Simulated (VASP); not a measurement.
**Ca: relaxation of cell and atoms with LDA**

Crystal: Ca.

```
Ca
1.0
     0.00000    1.98501    1.98501
     1.98501    0.00000    1.98501
     1.98501    1.98501    0.00000
Ca
1
Cartesian
  0.0000 0.0000 0.0000
```

- Program: VASP 6.6.1
- Task: relaxation of cell and atoms
- Functional: LDA
- Potentials or basis: VASP PAW LDA potentials, release 64 (Ca_sv)
- Cutoff: 600 eV
- k mesh: 17 × 17 × 17
- Occupations: fermi-dirac, width 0.08 eV
- Spin: no spin polarisation
- Target pressure: 55 GPa
- Dipole correction: no
- Further INCAR settings: ALGO = Normal; EDIFF = 1e-06; IBRION = 2; EDIFFG = -0.005; NSW = 32; ISIF = 3

| Quantity | Value |
| --- | --- |
| Relaxed volume | 15.73 Å³/atom |
| Relaxed cell | a = 2.812 Å, b = 2.812 Å, c = 2.812 Å, α = 60.00°, β = 60.00°, γ = 60.00° |
| Space group after relaxing (to 0.1 Å) | Fm-3m (No. 225) |
| Energy change on relaxing (the run minimises the enthalpy) | -28.4 meV/atom |
| Ionic steps | 3 |
| Pressure after relaxing | 55.0 GPa |
| Band gap on the k mesh | zero (bands 5 and 6 overlap by 1.73 eV) |

Step by step:
```tsv
step	energy change (eV)	largest force (eV/Å)	pressure (GPa)	volume (Å³)
1	0.0000	0.0000	55.49	15.64
2	-0.0371	0.0000	54.78	15.75
3	-0.0284	0.0000	54.97	15.73
```

Final structure:
```xyz
1
Lattice="0.0000 1.9885 1.9885 1.9885 0.0000 1.9885 1.9885 1.9885 0.0000" Properties=species:S:1:pos:R:3 pbc="T T T"
Ca    0.0000    0.0000    0.0000
```

Levels at points of the mesh, in eV from the Fermi level:
| k point | band 3 | band 4 | band 5 | band 6 | band 7 | band 8 |
| --- | --- | --- | --- | --- | --- | --- |
| (0.00, 0.00, 0.00) | -20.05 | -20.05 | -4.00 | 3.36 | 3.36 | 3.36 |

Wall time 60 s on 1 thread of Intel Xeon 8259CL, with other jobs on the host, peak memory 0.15 GiB.

Caveat: the cell is relaxed towards a set pressure, so the run minimises the enthalpy, not the energy.
